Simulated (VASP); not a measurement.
# H2Rh (P6_3/mmc) in VASP: relaxation of cell and atoms with PBE

Aim: the relaxation of cell and atoms of H2Rh with PBE.

Program: VASP 6.6.1. These are calculated values, not measurements. Logs are shortened: lines on timing, memory, paths and dates and some standing lists are left out, and cuts for length are marked.

**1. The cell of the first run**

Symmetry: P6_3/mmc, No. 194, hexagonal system. The conventional cell has a = 2.705 Å, b = 2.705 Å, c = 9.582 Å, α = 90.00°, β = 90.00°, γ = 120.00°. Within 2.4 Å of H (site symmetry 3m) lie 3 Rh at 1.85 Å and 1 H at 1.97 Å. Rh (site symmetry -6m2) has 6 H at 1.85 Å within 2.4 Å.

**2. Relaxation of cell and atoms, PBE**

INCAR reads:

```
PREC = Accurate
ENCUT = 620
EDIFF = 1E-7
ISMEAR = 0
SIGMA = 0.1
LREAL = False
LASPH = True
NELM = 120
ALGO = Normal
ISIF = 3
LWAVE = False
LCHARG = False
GGA = PE
IBRION = 2
NSW = 100
EDIFFG = -0.01
GGA_COMPAT = False
NELMIN = 4
```

KPOINTS reads:

```
regular mesh
0
Gamma
  18 18 4
```

POSCAR reads:

```
H2Rh
1.0
    2.7052491462      0.0000000000      0.0000000000
   -1.3526245731      2.3428144842      0.0000000000
    0.0000000000      0.0000000000      9.5822574962
H Rh
4 2
Direct
    0.3333333333      0.6666666667      0.6473247628
    0.6666666667      0.3333333333      0.1473247628
    0.3333333333      0.6666666667      0.8526752372
    0.6666666667      0.3333333333      0.3526752372
    0.3333333333      0.6666666667      0.2500000000
    0.6666666667      0.3333333333      0.7500000000
```

Potentials or basis: VASP PAW PBE potentials, release 64 (H, Rh_sv_GW).

On the command line:

```bash
$ cat potpaw_PBE.64/H/POTCAR potpaw_PBE.64/Rh_sv_GW/POTCAR > POTCAR
$ mpirun -np 1 vasp_std > vasp.out
```

OUTCAR:

```text
PREC = Accurate
   ENCUT = 620
   EDIFF = 1E-7
   ISMEAR = 0
   LREAL = False
   LASPH = True
   NELM = 120
   ISIF = 3
   GGA = PE
   IBRION = 2
   NSW = 100
   EDIFFG = -0.01
   NELMIN = 4

 ion  position               nearest neighbor table
   1  0.333  0.667  0.647-
   2  0.667  0.333  0.147-
   3  0.333  0.667  0.853-
   4  0.667  0.333  0.353-
   5  0.333  0.667  0.250-
   6  0.667  0.333  0.750-

  LATTYP: Found a hexagonal cell.
 ALAT       =     2.7052491462
 C/A-ratio  =     3.5420979652

  Lattice vectors:

 A1 = (   2.7052491462,   0.0000000000,   0.0000000000)
 A2 = (  -1.3526245731,   2.3428144842,   0.0000000000)
 A3 = (   0.0000000000,   0.0000000000,   9.5822574962)

Analysis of symmetry for initial positions (statically):
=====================================================================
 Subroutine PRICEL returns:
 Original cell was already a primitive cell.

 Routine SETGRP: Setting up the symmetry group for a
 hexagonal supercell.

 Subroutine GETGRP returns: Found 24 space group operations
 (whereof 12 operations were pure point group operations)
 out of a pool of 24 trial point group operations.

The static configuration has the point symmetry D_3d.
 The point group associated with its full space group is D_6h.

Analysis of symmetry for dynamics (positions and initial velocities):
=====================================================================
 Subroutine PRICEL returns:
 Original cell was already a primitive cell.

 Routine SETGRP: Setting up the symmetry group for a
 hexagonal supercell.

 Subroutine GETGRP returns: Found 24 space group operations
 (whereof 12 operations were pure point group operations)
 out of a pool of 24 trial point group operations.

The dynamic configuration has the point symmetry D_3d.
 The point group associated with its full space group is D_6h.

 Subroutine INISYM returns: Found 24 space group operations
 (whereof 12 operations are pure point group operations),
 and found     1 'primitive' translations

----------------------------------------------------------------------------------------

[... 103 lines left out ...]
   NSW    =    100    number of steps for IOM
   IBRION =      2    ionic relax: 0-MD 1-quasi-New 2-CG
   NFREE  =      1    steps in history (QN), initial steepest desc. (CG)
   ISIF   =      3    stress and relaxation
   ISYM   =      2    0-nonsym 1-usesym 2-fastsym
   POTIM  = 0.5000    time-step for ionic-motion
   TEBEG  =    0.0;   TEEND  =   0.0 temperature during run
   PSTRESS=    0.0 pullay stress
   NELECT =      38.0000    total number of electrons
   NUPDOWN=      -1.0000    fix difference up-down
   EMIN   =  10.00;   EMAX   =-10.00  energy-range for DOS
   EFERMI =   0.00;   METHOD = LEGACY
   ISMEAR =     0;   SIGMA  =   0.10  broadening in eV -4-tet -1-fermi 0-gaus
   EFERMI_NEDOS =   21; number of points for ismear=-14 and -15
   IALGO  =     38    algorithm
   IMIX   =      4    mixing-type and parameters
     AMIX     =   0.40;   BMIX     =  1.00
     AMIX_MAG =   1.60;   BMIX_MAG =  1.00
  volume/ion in A,a.u.               =      10.12        68.31
  Fermi-wavevector in a.u.,A,eV,Ry     =   1.400227  2.646045 26.676057  1.960635
  Thomas-Fermi vector in A             =   2.523208
   LORBIT       =      0    0 simple, 1 ext, 2 COOP (PROOUT), +10 PAW based schemes
   GGA     = PE    functional components
   LHFCALC =     F    Hartree Fock is set to
   AEXX    =    0.0000 exact exchange contribution
   IVDW    =     0    specifies the selected vdW correction
   LEPSILON=     F    determine dielectric tensor
   LRPA    =     F    only Hartree local field effects (RPA)
 conjugate gradient relaxation of ions
 non-spin polarized calculation
 Gauss-broadening in eV      SIGMA  =   0.10
  energy-cutoff  :      620.00
  volume of cell :       60.73
 maximum number of plane-waves:      2187
 NGX is ok and might be reduce to    24
   NGX = 11   NGY = 11   NGZ = 39

--------------------------------------- Ionic step        1  -------------------------------------------

 number of electron      38.0000004 magnetization

 Free energy of the ion-electron system (eV)
  ---------------------------------------------------
  ext. energy  EPLUGINS =         0.00000000
  ---------------------------------------------------
  free energy    TOTEN  =       -25.62588310 eV

  energy without entropy =      -25.61124962  energy(sigma->0) =      -25.61856636

------------------------ aborting loop because EDIFF is reached ----------------------------------------

  FORCE on cell =-STRESS in cart. coord.  units (eV):
  Direction    XX          YY          ZZ          XY          YZ          ZX
  --------------------------------------------------------------------------------------
  -------------------------------------------------------------------------------------
  Total        0.1138808      0.1138808     -0.1339037     -0.0000000     -0.0000000      0.0000000
  in kB        3.0043318      3.0043318     -3.5325658     -0.0000000     -0.0000000      0.0000000
  external PRESSURE =       0.8253660 kB  Pullay stress =       0.0000000 kB
[... 107 lines left out ...]
--------------------------------------- Ionic step        4  -------------------------------------------

 number of electron      38.0000004 magnetization

 Free energy of the ion-electron system (eV)
  ---------------------------------------------------
  ext. energy  EPLUGINS =         0.00000000
  ---------------------------------------------------
  free energy    TOTEN  =       -25.62631692 eV

  energy without entropy =      -25.61176085  energy(sigma->0) =      -25.61903888

 E-fermi :   3.3877     XC(G=0):  -9.9324

 val. band max:        3.3869259784   @ k =   0.2778   0.1111   0.5000
 cond. band min:       3.3926466557   @ k =   0.0556   0.0556   0.2500
 fundamental gap:      0.0057206773
 Fermi energy:         3.3877216463

 k-point     1 :       0.0000    0.0000    0.0000
  band No.  band energies     occupation
      1     -75.1195      2.00000
      2     -75.1195      2.00000
      3     -42.9003      2.00000
      4     -42.9003      2.00000
      5     -42.9003      2.00000
      6     -42.9003      2.00000
[... 613 lines left out ...]
     22       7.6051      0.00000
     23       9.6249      0.00000

 [... further k-points ...]

------------------------ aborting loop because EDIFF is reached ----------------------------------------

  FORCE on cell =-STRESS in cart. coord.  units (eV):
  Direction    XX          YY          ZZ          XY          YZ          ZX
  --------------------------------------------------------------------------------------
  -------------------------------------------------------------------------------------
  Total        0.0051841      0.0051841     -0.0167417      0.0000000      0.0000000      0.0000000
  in kB        0.1368677      0.1368677     -0.4420023      0.0000000      0.0000000      0.0000000
  external PRESSURE =      -0.0560890 kB  Pullay stress =       0.0000000 kB
[... 21 lines left out ...]
  FREE ENERGIE OF THE ION-ELECTRON SYSTEM (eV)
  ---------------------------------------------------
  free  energy   TOTEN  =       -25.6263169156 eV

  energy  without entropy=      -25.6117608466  energy(sigma->0) =      -25.61903888

 reached required accuracy - stopping structural energy minimisation
```

CONTCAR:

```text
H2Rh
   1.00000000000000
     2.7085429794899816    0.0000000000000000    0.0000000000000000
    -1.3542714897449908    2.3456670275050446    0.0000000000000000
    -0.0000000000000000   -0.0000000000000000    9.5517634568210781
  H               Rh
     4     2
Direct
     0.3333333332999970    0.6666666667000030    0.6475914696391547
     0.6666666667000030    0.3333333332999970    0.1475914696391546
     0.3333333332999970    0.6666666667000030    0.8524085303608453
     0.6666666667000030    0.3333333332999970    0.3524085303608454
     0.3333333332999970    0.6666666667000030    0.2500000000000000
     0.6666666667000030    0.3333333332999970    0.7500000000000000

  0.00000000E+00  0.00000000E+00  0.00000000E+00
  0.00000000E+00  0.00000000E+00  0.00000000E+00
  0.00000000E+00  0.00000000E+00  0.00000000E+00
  0.00000000E+00  0.00000000E+00  0.00000000E+00
  0.00000000E+00  0.00000000E+00  0.00000000E+00
  0.00000000E+00  0.00000000E+00  0.00000000E+00
```

Wall time 4.4 min (1 thread of Intel Xeon 6975P-C (Granite Rapids), shared host); peak memory 0.38 GiB.

What came out:

```
Free energy                           : -25.6263 eV
Relaxed volume                        : 10.11 Å³/atom
Relaxed cell                          : a = 2.709 Å, b = 2.709 Å, c = 9.552 Å, α = 90.00°, β = 90.00°, γ = 120.00°
Space group after relaxing (to 0.1 Å) : P6_3/mmc (No. 194)
Energy gained by relaxing             : 0.1 meV/atom
Ionic steps                           : 4
Pressure after relaxing               : 0.0 GPa
Largest force after relaxing          : 0.009 eV/Å
Band gap on the k mesh                : zero (bands 19 and 20 overlap by 3.83 eV)
```

Forces in eV/Å, atoms in the order of the input:
```
H    0.000  0.000 -0.009
H    0.000  0.000 -0.009
H    0.000  0.000  0.009
H    0.000  0.000  0.009
Rh   0.000  0.000  0.000
Rh   0.000  0.000  0.000
```

The path:
```
step  energy change (eV)  largest force (eV/Å)  pressure (GPa)  volume (Å³)
   1              0.0000                0.0190            0.08        60.73
   2             -0.0003                0.0139           -0.12        60.78
   3             -0.0003                0.0110           -0.23        60.80
   4             -0.0004                0.0087           -0.01        60.69
```

Final structure:
```
H Rh
1.0
     2.70854    0.00000    0.00000
    -1.35427    2.34567    0.00000
     0.00000    0.00000    9.55176
H Rh
4 2
Direct
  0.33333 0.66667 0.64759
  0.66667 0.33333 0.14759
  0.33333 0.66667 0.85241
  0.66667 0.33333 0.35241
  0.33333 0.66667 0.25000
  0.66667 0.33333 0.75000
```
